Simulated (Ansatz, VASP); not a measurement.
# One calculation of Zn5O, two programs

```
CELL_PARAMETERS angstrom
6.10226 0.00000 0.00000
0.00000 6.10226 0.00000
0.00000 0.00000 2.83416
ATOMIC_POSITIONS crystal
Zn 0.28049 0.28049 0.50000
Zn 0.71951 0.71951 0.50000
Zn 0.28049 0.71951 0.50000
Zn 0.71951 0.28049 0.50000
Zn 0.00000 0.00000 0.50000
O 0.50000 0.50000 0.00000
```

Alike in both runs: functional PBE; k mesh 4 × 4 × 6; occupations gaussian, width 0.1 eV; no spin polarisation.

Ansatz relaxed the structure, and its values are those at the end. VASP's run is a single point on that final structure, the one shown.

|  | VASP | Ansatz |
| --- | --- | --- |
| version | VASP 6.6.1 | Ansatz 0.2.0 |
| potentials or method | VASP PAW PBE potentials, release 64 (Zn, O), cutoff 520 eV | scalar-relativistic, plane waves, PAW |
| valence electrons in the cell | 66 | 66 |

|  | VASP | Ansatz | Ansatz less VASP |
| --- | --- | --- | --- |
| gap on the k mesh at the Fermi level (eV) | none | none | - |
| pressure (GPa) | 0.2 | 0.0 | -0.19 |
| rms of the force components (eV/Å) | 0.001 | 0.005 | +0.0041 |

A gap of «none» marks a metal or a gap that the smearing closes. The functional is the same, so the differences come from potentials, cutoffs and numerics.

The k mesh is coarse, so the values compare programs but aren't converged.
